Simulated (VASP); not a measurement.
# Li16B (a cell with a defect) in VASP: notebook

The runs below take Li16B (a cell with a defect) through single point, with PBE.

Program: VASP 6.6.1. These are calculated values, not measurements. Logs are shortened: lines on timing, memory, paths and dates and some standing lists are left out, and cuts for length are marked.

## 1. The cell of the first run

The cell holds a defect, 17 atoms: a = 6.980 Å, b = 6.980 Å, c = 6.980 Å, α = 90.00°, β = 90.00°, γ = 90.00°.

## 2. Single point, PBE

The input, INCAR:

```
SYSTEM = Li16B
ALGO = Normal
EDIFF = 1E-6
ENCUT = 520
GGA = PE
ISIF = 2
ISMEAR = -1
LASPH = .TRUE.
LCHARG = .FALSE.
LREAL = Auto
LWAVE = .FALSE.
NBANDS = 40
NELM = 60
PREC = Accurate
SIGMA = 0.15
```

The input, KPOINTS:

```
k-points
0
G
  2 2 2
  0 0 0
```

The input, POSCAR:

```
Li16B
1.0
    6.9800000000      0.0000000000      0.0000000000
    0.0000000000      6.9800000000      0.0000000000
    0.0000000000      0.0000000000      6.9800000000
Li B
16 1
Direct
   -0.0193123209     -0.0240257880      0.0842406877
    0.4527793696      0.0537392550     -0.0934957020
    0.0248567335      0.5430945559     -0.0874928367
   -0.0111461318     -0.0433381089      0.5614469914
    0.3195702006      0.1981805158      0.2326790831
    0.4090544413      0.4577936963     -0.0344555874
    0.5760028653      0.0452435530      0.5280085960
    0.7380945559      0.3030659026      0.2190257880
   -0.0280229226      0.5186246418      0.4934383954
    0.3046704871      0.7593696275      0.4120057307
    0.2233237822      0.2602292264      0.6482378223
    0.5107879656      0.4698997135      0.5454441261
    0.6701719198      0.6948853868      0.1911747851
    0.8058739255      0.2592406877      0.8074355301
    0.2793123209      0.7840830946      0.8063323782
    0.7046848138      0.7548137536      0.7456590258
    0.1491117479      0.2260888252     -0.0427077364
```

Potentials or basis: VASP PAW PBE potentials, release 64 (Li_sv, B).

Started as:

```bash
cat potpaw_PBE.64/Li_sv/POTCAR potpaw_PBE.64/B/POTCAR > POTCAR
mpirun -np 1 vasp_std > vasp.out
```

OUTCAR:

```text
SYSTEM = Li16B
   EDIFF = 1E-6
   ENCUT = 520
   GGA = PE
   ISIF = 2
   ISMEAR = -1
   LASPH = .TRUE.
   LREAL = Auto
   NELM = 60
   PREC = Accurate

 ion  position               nearest neighbor table
   1  0.981  0.976  0.084-  17 2.28
   2  0.453  0.054  0.907-  15 2.34
   3  0.025  0.543  0.913-  15 2.56
   4  0.989  0.957  0.561-
   5  0.320  0.198  0.233-  17 2.27
   6  0.409  0.458  0.966-
   7  0.576  0.045  0.528-
   8  0.738  0.303  0.219-
   9  0.972  0.519  0.493-
  10  0.305  0.759  0.412-
  11  0.223  0.260  0.648-  17 2.23  12 2.59
  12  0.511  0.470  0.545-  11 2.59
  13  0.670  0.695  0.191-
  14  0.806  0.259  0.807-
  15  0.279  0.784  0.806-   2 2.34   3 2.56
  16  0.705  0.755  0.746-
  17  0.149  0.226  0.957-  11 2.23   5 2.27   1 2.28

  LATTYP: Found a simple cubic cell.
 ALAT       =     6.9800000000

  Lattice vectors:

 A1 = (   6.9800000000,   0.0000000000,   0.0000000000)
 A2 = (   0.0000000000,   6.9800000000,   0.0000000000)
 A3 = (   0.0000000000,   0.0000000000,   6.9800000000)

Analysis of symmetry for initial positions (statically):
=====================================================================
 Subroutine PRICEL returns:
 Original cell was already a primitive cell.

 Routine SETGRP: Setting up the symmetry group for a
 simple cubic supercell.

 Subroutine GETGRP returns: Found  1 space group operations
 (whereof  1 operations were pure point group operations)
 out of a pool of 48 trial point group operations.

The static configuration has the point symmetry C_1 .

Analysis of symmetry for dynamics (positions and initial velocities):
=====================================================================
 Subroutine PRICEL returns:
 Original cell was already a primitive cell.

 Routine SETGRP: Setting up the symmetry group for a
 simple cubic supercell.

 Subroutine GETGRP returns: Found  1 space group operations
 (whereof  1 operations were pure point group operations)
 out of a pool of 48 trial point group operations.

The dynamic configuration has the point symmetry C_1 .

 Subroutine INISYM returns: Found  1 space group operations
 (whereof  1 operations are pure point group operations),
 and found     1 'primitive' translations

----------------------------------------------------------------------------------------

                                     Primitive cell

  volume of cell :     340.0684

  direct lattice vectors                    reciprocal lattice vectors
     6.980000000  0.000000000  0.000000000     0.143266476  0.000000000  0.000000000
     0.000000000  6.980000000  0.000000000     0.000000000  0.143266476  0.000000000
     0.000000000  0.000000000  6.980000000     0.000000000  0.000000000  0.143266476

  length of vectors
     6.980000000  6.980000000  6.980000000     0.143266476  0.143266476  0.143266476

  position of ions in fractional coordinates (direct lattice)
     0.980687679  0.975974212  0.084240688
     0.452779370  0.053739255  0.906504298
     0.024856734  0.543094556  0.912507163
     0.988853868  0.956661891  0.561446991
     0.319570201  0.198180516  0.232679083
     0.409054441  0.457793696  0.965544413
[... 9 lines left out ...]
     0.704684814  0.754813754  0.745659026
     0.149111748  0.226088825  0.957292264

  ion indices of the primitive-cell ions
   primitive index   ion index
                 1           1
                 2           2
                 3           3
                 4           4
                 5           5
                 6           6
[... 9 lines left out ...]
                16          16
                17          17

----------------------------------------------------------------------------------------

 KPOINTS: k-points

Automatic generation of k-mesh.
 Grid dimensions read from file:
 generate k-points for:    2    2    2

 Generating k-lattice:

  Cartesian coordinates                     Fractional coordinates (reciprocal lattice)
     0.071633238  0.000000000  0.000000000     0.500000000  0.000000000  0.000000000
[... 56 lines left out ...]
[... 29 lines left out ...]
     36       3.4960      0.00000
     37       3.9838      0.00000

 k-point     3 :       0.0000    0.5000    0.0000
  band No.  band energies     occupation
      1     -46.3341      2.00000
      2     -46.3129      2.00000
      3     -46.2736      2.00000
      4     -46.2601      2.00000
      5     -46.2373      2.00000
      6     -46.1794      2.00000
[... 29 lines left out ...]
     36       3.6626      0.00000
     37       3.7988      0.00000

 k-point     4 :       0.0000    0.0000    0.5000
  band No.  band energies     occupation
      1     -46.3341      2.00000
      2     -46.3129      2.00000
      3     -46.2736      2.00000
      4     -46.2601      2.00000
      5     -46.2372      2.00000
      6     -46.1794      2.00000
[... 29 lines left out ...]
     36       3.8297      0.00000
     37       3.9398      0.00000

 k-point     5 :       0.5000    0.5000    0.0000
  band No.  band energies     occupation
      1     -46.3341      2.00000
      2     -46.3129      2.00000
      3     -46.2736      2.00000
      4     -46.2601      2.00000
      5     -46.2373      2.00000
      6     -46.1794      2.00000
[... 29 lines left out ...]
     36       3.9122      0.00000
     37       3.9879      0.00000

 k-point     6 :       0.0000    0.5000    0.5000
  band No.  band energies     occupation
      1     -46.3341      2.00000
      2     -46.3129      2.00000
      3     -46.2736      2.00000
      4     -46.2601      2.00000
      5     -46.2373      2.00000
      6     -46.1794      2.00000
[... 29 lines left out ...]
     36       3.5893      0.00000
     37       4.2134      0.00000

 k-point     7 :       0.5000    0.0000    0.5000
  band No.  band energies     occupation
      1     -46.3341      2.00000
      2     -46.3129      2.00000
      3     -46.2736      2.00000
      4     -46.2601      2.00000
      5     -46.2372      2.00000
      6     -46.1794      2.00000
[... 29 lines left out ...]
     36       3.8490      0.00000
     37       4.0970      0.00000

 k-point     8 :       0.5000    0.5000    0.5000
  band No.  band energies     occupation
      1     -46.3341      2.00000
      2     -46.3129      2.00000
      3     -46.2736      2.00000
      4     -46.2601      2.00000
      5     -46.2372      2.00000
      6     -46.1794      2.00000
[... 29 lines left out ...]
     36       3.4216      0.00000
     37       3.5035      0.00000
 [bands above 37 left out]

------------------------ aborting loop because EDIFF is reached ----------------------------------------

  FORCE on cell =-STRESS in cart. coord.  units (eV):
  Direction    XX          YY          ZZ          XY          YZ          ZX
  --------------------------------------------------------------------------------------
  -------------------------------------------------------------------------------------
  Total       -0.7556982      0.4544616     -2.0689670      1.5611663     -0.6545785     -0.2174000
  in kB       -3.5603500      2.1411222     -9.7476041      7.3551829     -3.0839409     -1.0242449
  external PRESSURE =      -3.7222773 kB  Pullay stress =       0.0000000 kB

 VOLUME and BASIS-vectors are now :
 -----------------------------------------------------------------------------
  energy-cutoff  :      520.00
  volume of cell :      340.07
      direct lattice vectors                 reciprocal lattice vectors
     6.980000000  0.000000000  0.000000000     0.143266476  0.000000000  0.000000000
     0.000000000  6.980000000  0.000000000     0.000000000  0.143266476  0.000000000
     0.000000000  0.000000000  6.980000000     0.000000000  0.000000000  0.143266476

 POSITION                                       TOTAL-FORCE (eV/Angst)
 -----------------------------------------------------------------------------------
      6.84520      6.81230      0.58800         0.082232     -0.026142     -0.083057
      3.16040      0.37510      6.32740         0.087225      0.327033      0.374551
      0.17350      3.79080      6.36930        -0.174750     -0.325573      0.411398
      6.90220      6.67750      3.91890        -0.019847      0.178030      0.016205
      2.23060      1.38330      1.62410        -0.369140      0.058258      0.262544
      2.85520      3.19540      6.73950         0.111280     -0.124190      0.038307
[... 9 lines left out ...]
      4.91870      5.26860      5.20470         0.016926     -0.231761      0.195826
      1.04080      1.57810      6.68190        -0.185500      0.056764     -0.200656
 -----------------------------------------------------------------------------------
    total drift:                               -0.021361      0.001421     -0.014006

  FREE ENERGIE OF THE ION-ELECTRON SYSTEM (eV)
  ---------------------------------------------------
  free  energy   TOTEN  =       -34.3178601770 eV

  energy  without entropy=      -33.7532105778  energy(sigma->0) =      -34.03553538
```

Wall time 4.7 min (1 thread of Intel Xeon Platinum 8259CL at 2.50GHz (Skylake/Cascade Lake), shared host); peak memory 0.38 GiB.

Results:

```
Free energy            : -34.3179 eV
Largest force          : 0.553 eV/Å
Band gap on the k mesh : zero (an odd number of electrons rules out a gap without spin polarisation)
```

Forces on the atoms (eV/Å):
```
Li   0.082 -0.026 -0.083
Li   0.087  0.327  0.375
Li  -0.175 -0.326  0.411
Li  -0.020  0.178  0.016
Li  -0.369  0.058  0.263
Li   0.111 -0.124  0.038
Li  -0.020  0.009 -0.332
Li   0.310 -0.278 -0.043
Li  -0.050  0.054 -0.159
Li  -0.043  0.068 -0.461
Li  -0.039 -0.117  0.123
Li   0.341 -0.001  0.012
Li  -0.003  0.375  0.048
Li   0.200 -0.132  0.035
Li  -0.245  0.109 -0.239
Li   0.017 -0.232  0.196
B   -0.185  0.057 -0.201
```

Levels at points of the mesh, in eV from the Fermi level:
```
           k point  band 22  band 23  band 24  band 25  band 26  band 27  band 28  band 29  band 30  band 31
(0.00, 0.00, 0.00)    -1.08    -0.96    -0.26    -0.12     0.03     0.24     0.62     0.70     0.76     1.45
(0.50, 0.00, 0.00)    -1.06    -0.63    -0.55    -0.39    -0.34     0.35     0.72     1.11     1.19     1.44
(0.00, 0.50, 0.00)    -0.90    -0.61    -0.56    -0.48    -0.33     0.34     0.50     0.80     1.33     1.47
(0.00, 0.00, 0.50)    -0.80    -0.71    -0.52    -0.43    -0.23     0.16     0.48     0.57     1.18     1.27
(0.50, 0.50, 0.00)    -0.96    -0.56    -0.35    -0.12    -0.01     0.24     0.42     0.78     0.98     1.48
(0.00, 0.50, 0.50)    -1.15    -0.57    -0.37    -0.13     0.00     0.04     0.40     0.85     1.09     1.70
(0.50, 0.00, 0.50)    -1.08    -0.59    -0.28    -0.14    -0.07     0.03     0.47     0.65     1.03     1.63
(0.50, 0.50, 0.50)    -1.66    -1.54    -1.42     0.17     0.41     0.73     1.49     1.79     2.02     2.12
```

Caveat: the k points lie up to 0.45 Å⁻¹ apart, too coarse for converged energies and pressures of a metal; the cutoff is under 1.25 times the usual one of these potentials, so pressure, stress and relaxed cells hold a basis-set (Pulay) error.

## 3. Single point, PBE

The input, INCAR:

```
SYSTEM = Li16B
ALGO = Normal
EDIFF = 1E-7
ENCUT = 520
GGA = PE
ISIF = 2
ISMEAR = -1
LASPH = .True.
LCHARG = .False.
LREAL = Auto
LWAVE = .False.
NBANDS = 40
NELM = 60
PREC = Accurate
SIGMA = 0.15
```

The input, KPOINTS:

```
k-points
0
Gamma
  2 2 2
  0 0 0
```

The input, POSCAR:

```
Li16B
1.0
    6.9800000000      0.0000000000      0.0000000000
    0.0000000000      6.9800000000      0.0000000000
    0.0000000000      0.0000000000      6.9800000000
Li B
16 1
Direct
   -0.0087392550     -0.0230085960      0.1589828080
    0.4790114613      0.1196275072     -0.0741117479
    0.0047707736      0.4492836676      0.0230659026
    0.0048710602      0.0039255014      0.6100286533
    0.2269770774      0.2273352436      0.2235816619
    0.4211891117      0.4703438395     -0.0370057307
    0.6110171920      0.0122636103      0.4370773639
    0.7568481375      0.2743123209      0.2088252149
   -0.0279226361      0.5539828080      0.3953581662
    0.3242693410      0.7600573066      0.3216475645
    0.1486532951      0.2749713467      0.6094555874
    0.6126647564      0.3914613181      0.5898424069
    0.6486962751      0.8292406877      0.1460028653
    0.8554011461      0.1953868195      0.8521489971
    0.1893696275      0.8872922636      0.8616332378
    0.7436676218      0.7212177650      0.8172922636
    0.1298137536      0.1536819484     -0.0967048711
```

Potentials or basis: VASP PAW PBE potentials, release 64 (Li_sv, B).

Started as:

```bash
cat potpaw_PBE.64/Li_sv/POTCAR potpaw_PBE.64/B/POTCAR > POTCAR
mpirun -np 1 vasp_std > vasp.out
```

It took 5.8 min on 1 thread of Intel Xeon Platinum 8259CL at 2.50GHz (Skylake/Cascade Lake), shared host; peak memory 0.38 GiB.

It converged, with:

```
Free energy            : -32.9336 eV
Largest force          : 2.046 eV/Å
Band gap on the k mesh : zero (an odd number of electrons rules out a gap without spin polarisation)
```

Forces in eV/Å, atoms in the order of the input:
```
Li   0.010 -0.220 -0.010
Li  -0.299 -0.446 -0.152
Li   0.431  0.607 -0.469
Li  -0.528 -0.719 -0.675
Li   0.463 -0.083 -0.078
Li  -0.177  0.327  0.057
Li  -0.105  0.159  0.880
Li  -0.359  0.099  0.186
Li  -0.238  0.483  0.286
Li  -0.327 -0.242  0.107
Li   0.738  0.893  0.292
Li  -0.163  0.164 -0.174
Li   0.161 -0.515 -0.173
Li  -1.323 -0.106 -0.321
Li   0.819 -1.875  0.006
Li   0.162 -0.004 -0.431
B    0.735  1.478  0.667
```

Levels at points of the mesh, in eV from the Fermi level:
| k point | band 21 | band 22 | band 23 | band 24 | band 25 | band 26 | band 27 | band 28 | band 29 | band 30 |
| --- | --- | --- | --- | --- | --- | --- | --- | --- | --- | --- |
| (0.00, 0.00, 0.00) | -1.54 | -1.15 | -1.01 | -0.06 | 0.02 | 0.14 | 0.25 | 0.51 | 0.61 | 0.77 |
| (0.50, 0.00, 0.00) | -1.28 | -0.83 | -0.72 | -0.69 | -0.49 | -0.18 | 0.17 | 0.49 | 0.92 | 0.99 |
| (0.00, 0.50, 0.00) | -1.50 | -0.84 | -0.78 | -0.45 | -0.34 | -0.21 | 0.27 | 0.61 | 0.73 | 1.17 |
| (0.00, 0.00, 0.50) | -1.29 | -0.99 | -0.68 | -0.66 | -0.27 | -0.20 | 0.15 | 0.40 | 0.68 | 1.22 |
| (0.50, 0.50, 0.00) | -1.52 | -1.26 | -0.55 | -0.30 | -0.21 | 0.04 | 0.19 | 0.39 | 0.57 | 0.96 |
| (0.00, 0.50, 0.50) | -1.50 | -1.26 | -0.65 | -0.43 | -0.29 | 0.15 | 0.24 | 0.44 | 0.66 | 0.86 |
| (0.50, 0.00, 0.50) | -1.17 | -1.03 | -0.58 | -0.52 | -0.21 | -0.08 | 0.15 | 0.28 | 0.77 | 0.83 |
| (0.50, 0.50, 0.50) | -1.72 | -1.60 | -1.51 | -1.21 | -0.19 | 0.09 | 0.43 | 1.41 | 1.85 | 2.03 |

Caveat: the k points lie up to 0.45 Å⁻¹ apart, too coarse for converged energies and pressures of a metal; the cutoff is under 1.25 times the usual one of these potentials, so pressure, stress and relaxed cells hold a basis-set (Pulay) error.

## 4. Single point, PBE

The input, INCAR:

```
SYSTEM = Li16B
PREC = Accurate ; ENCUT = 520
EDIFF = 1E-6 ; ISMEAR = -1
SIGMA = 0.15 ; LREAL = Auto
LASPH = .True. ; NELM = 60
ALGO = Normal ; ISIF = 2
LWAVE = .False. ; LCHARG = .False.
GGA = PE ; NBANDS = 40
```

The input, KPOINTS:

```
regular mesh
0
Gamma
  2 2 2
  0 0 0
```

The input, POSCAR:

```
Li16B
1.0
    6.9800000000      0.0000000000      0.0000000000
    0.0000000000      6.9800000000      0.0000000000
    0.0000000000      0.0000000000      6.9800000000
Li B
16 1
Direct
    0.0415186246     -0.0043553009      0.1419484241
    0.4204297994      0.0758882521     -0.0623638968
    0.0106590258      0.4696704871      0.0572779370
    0.1072063037     -0.0524355301      0.5508739255
    0.3006733524      0.2262034384      0.2959742120
    0.4483810888      0.5023638968     -0.0226790831
    0.4833094556     -0.0258022923      0.5816189112
    0.6734813754      0.2823495702      0.2162177650
   -0.1787535817      0.7559312321      0.3434957020
    0.2775214900      0.6656160458      0.2753151862
    0.1578653295      0.5138538682      0.6396991404
    0.8159312321      0.3884527221      0.5094126074
    0.6629226361      0.8306446991      0.0408309456
    0.8021060172      0.0934527221      0.8331805158
    0.1696131805      0.7035673352      0.8803868195
    0.8278080229      0.6427220630      0.8073065903
    0.1106303725      0.2047707736     -0.0611891117
```

Started as:

```bash
cat potpaw_PBE.64/Li_sv/POTCAR potpaw_PBE.64/B/POTCAR > POTCAR
mpirun -np 1 vasp_std > vasp.out
```

Run time: 4.7 min. Hardware: 1 thread of Intel Xeon Platinum 8259CL at 2.50GHz (Skylake/Cascade Lake), shared host; peak memory 0.38 GiB.

It converged, with:

| Property | Result |
| --- | --- |
| Free energy | -32.0055 eV |
| Largest force | 1.829 eV/Å |
| Band gap on the k mesh | zero (an odd number of electrons rules out a gap without spin polarisation) |

Forces on the atoms (eV/Å):
```
Li  -0.163 -0.208  0.050
Li  -0.772  0.114  0.037
Li  -0.506 -0.540  0.879
Li  -0.454  0.269  0.507
Li  -0.308  0.184 -0.164
Li   0.223 -0.581 -0.373
Li   0.424 -0.277 -0.245
Li   0.286 -0.363 -0.511
Li  -0.021 -0.289  0.457
Li   0.223  0.306  0.374
Li   0.423 -1.211 -0.679
Li   0.086 -0.242  0.394
Li  -0.468 -0.087  0.436
Li   0.696  0.503 -0.244
Li   0.407  1.736  0.409
Li  -0.609  0.035 -0.520
B    0.532  0.652 -0.807
```

Levels at points of the mesh, in eV from the Fermi level:
```csv
k point,band 24,band 25,band 26,band 27,band 28,band 29
"(0.00, 0.00, 0.00)",-0.29,-0.14,0.05,0.37,0.53,0.73
"(0.50, 0.00, 0.00)",-0.62,-0.46,-0.34,0.16,0.32,0.70
"(0.00, 0.50, 0.00)",-0.67,-0.63,-0.50,0.51,0.80,1.00
"(0.00, 0.00, 0.50)",-0.65,-0.45,-0.23,0.24,0.48,0.78
"(0.50, 0.50, 0.00)",-0.45,-0.18,-0.07,0.25,0.35,0.61
"(0.00, 0.50, 0.50)",-0.43,-0.25,-0.02,0.18,0.49,0.77
"(0.50, 0.00, 0.50)",-0.59,-0.24,0.04,0.42,0.66,0.81
"(0.50, 0.50, 0.50)",-1.29,0.26,0.32,0.68,1.29,1.63
```

Caveat: the k points lie up to 0.45 Å⁻¹ apart, too coarse for converged energies and pressures of a metal; the cutoff is under 1.25 times the usual one of these potentials, so pressure, stress and relaxed cells hold a basis-set (Pulay) error.

## 5. The runs side by side

```csv
cell,gap on the mesh (eV),largest force (eV/Å)
"as given, atomic positions A",none,0.55
"as given, atomic positions B",none,2.05
"as given, atomic positions C",none,1.83
```

Alike in all rows: task single point; level PBE; potentials or basis VASP PAW PBE potentials, release 64 (Li_sv, B); no spin polarisation; k mesh 2 × 2 × 2; cutoff (eV) 520; smearing fermi-dirac 0.15 eV.

Caveats: all runs use coarse meshes; the cutoff is under 1.25 times the usual one of these potentials, so pressure, stress and relaxed cells hold a basis-set (Pulay) error.

Absolute energies hang on the potentials; compare differences alone.
